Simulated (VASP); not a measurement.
Input of a VASP 6.6.1 run:

The input INCAR:

```
SYSTEM = H10CO6
  PREC = Accurate
  ENCUT = 520
  EDIFF = 1E-6
  ISMEAR = -1
  SIGMA = 0.02
  LREAL = Auto
  LASPH = .TRUE.
  NELM = 60
  ALGO = Normal
  ISIF = 2
  LWAVE = .FALSE.
  LCHARG = .TRUE.
  GGA = CA
  LELF = .TRUE.
  LVHAR = .TRUE.
  NBANDS = 39
```

Contents of KPOINTS:

```
regular mesh
0
G
  1 1 1
  0 0 0
```

POSCAR

```
H10CO6
1.0
    5.5705090000      0.0000000000      0.0000000000
    0.0000000000      6.5180400000      0.0000000000
    0.0000000000      0.0000000000      5.8026950000
O H C
6 10 1
Direct
    0.2882321885      0.0648354413      1.1441752496
    0.7636824570      0.3917128462      0.4679894428
    0.6853054182      0.2685930126      0.9958648525
    0.2861138901      0.2932476634      0.5480901547
    0.1539356637      0.7449018417      0.8764375863
    0.4197462027      0.8932286393      0.6278806658
    0.4351846483      0.0967622169      1.0511839757
    0.1793552438      0.1121809624      1.0396376167
    0.8962197171      0.4896103737      0.5122102747
    0.6264059532      0.4851611834      0.4461892276
    0.7554067321      0.3131923093      0.8555507398
    0.7634311335      0.3000135010      1.1554286413
    0.3721742483      0.2638983498      0.7016222634
    0.2973157390      0.1920515983      0.4311961942
    0.2179334061      0.8495805488      1.0037405033
    0.2981415163      0.5846849666      0.6012034063
    0.2959693629      0.7481850372      0.6979687886
```

Potentials or basis: VASP PAW LDA potentials, release 64 (O, H, C).

Launch:

```sh
$ cat potpaw_LDA.64/O/POTCAR potpaw_LDA.64/H/POTCAR potpaw_LDA.64/C/POTCAR > POTCAR
$ mpirun -np 1 vasp_gam > vasp.out
```

Q: Estimate the pressure.

A: -1.9 GPa.

Q: What does it give for the largest force?

A: 4.642 eV/Å.

Stress tensor (GPa, compression positive):
```
 0.21 -2.07 -1.09
-2.07 -1.74 -1.49
-1.09 -1.49 -4.29
```

Caveat: the k points lie up to 1.13 Å⁻¹ apart.
